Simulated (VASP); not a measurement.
**Pd: single point with PBE**

The system is Pd.

```
CELL_PARAMETERS angstrom
2.78768 0.00000 0.00000
-1.39384 2.41420 0.00000
0.00000 0.00000 6.82840
ATOMIC_POSITIONS crystal
Pd 0.00000 0.00000 0.00000
Pd 0.33333 0.66667 0.33333
Pd 0.66667 0.33333 0.66667
```

- Program: VASP 6.6.1
- Task: single point
- Functional: PBE
- Potentials or basis: VASP PAW PBE potentials, release 64 (Pd)
- Cutoff: 500 eV
- k mesh: 12 × 12 × 6
- Occupations: gaussian, width 0.1 eV
- Spin: no spin polarisation
- Dipole correction: no
- Further INCAR settings: ALGO = Normal; EDIFF = 1e-06; NBANDS = 22

```json
{
  "Pressure": "-0.3 GPa",
  "Band gap on the k mesh": "zero (band 15 reaches 9.42 eV, above the bottom of band 16 at 8.30 eV)"
}
```

Levels at points of the mesh, in eV from the Fermi level:
```csv
k point,band 11,band 12,band 13,band 14,band 15,band 16,band 17,band 18,band 19,band 20
"(0.00, 0.00, 0.00)",-1.58,-1.58,-1.14,-1.14,-0.58,-0.58,-0.58,-0.58,11.16,11.16
"(0.50, 0.00, 0.00)",-0.04,0.03,0.03,0.28,0.28,3.02,3.02,3.37,7.85,7.85
"(0.00, 0.00, 0.50)",-2.41,-1.20,-1.20,-1.20,-1.20,-0.02,-0.02,1.11,7.04,16.54
"(0.50, 0.00, 0.50)",-0.78,-0.02,-0.01,0.13,0.13,1.12,3.77,3.77,7.04,10.56
```

Wall time 62 s on 1 thread of AMD EPYC 7R43 64-Core Processor (Zen 3) (shared host), peak memory 0.17 GiB.
